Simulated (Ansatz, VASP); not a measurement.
Two plane-wave programs on TaAl4

```xyz
10
Lattice="-3.1152 3.1210 2.8997 3.1176 -3.1203 2.8984 6.2235 6.2322 -0.0023" Properties=species:S:1:pos:R:3 pbc="T T T"
Ta    3.1176   -3.1201    3.0090
Ta    3.1132    3.1163    3.0086
Al    1.6338    1.6373    1.4187
Al    4.7449    4.7526    4.3196
Al    1.4801    1.4798    4.3177
Al    4.5930    4.5964    1.4208
Al    4.7411    7.7134    4.3202
Al    4.7473    1.4772    4.3201
Al    1.4846   -1.4809    4.3214
Al    4.5962    1.6353    1.4214
```

Change from the starting cell: cell x2, atoms moved at random (sigma 0.05 Å) and cell strained at random (1.5 %), then relaxed without symmetry.

Alike in both runs: functional PBE; k mesh 4 × 4 × 4; occupations gaussian, width 0.2 eV; no spin polarisation.

Ansatz relaxed the structure, and its values are those at the end. VASP's run is a single point on that final structure, the one shown.

```csv
,VASP,Ansatz
version,VASP 6.6.1,Ansatz 0.2.0
potentials or method,"VASP PAW PBE potentials, release 64 (Ta_pv, Al), cutoff 520 eV","scalar-relativistic, plane waves, PAW"
valence electrons in the cell,46,50
```

```csv
,VASP,Ansatz,Ansatz less VASP
gap on the k mesh at the Fermi level (eV),none,none,-
pressure (GPa),0.0,0.0,+0.01
rms of the force components (eV/Å),0.004,0.003,-0.0003
```

A gap of «none» marks a metal or a gap that the smearing closes. With one functional, cell and mesh, what is left measures potentials, basis and numerics. VASP's potentials hold 46 valence electrons a cell and Ansatz's 50, so a difference there can come from the potentials and not from the codes.

Spin-orbit coupling is off throughout.
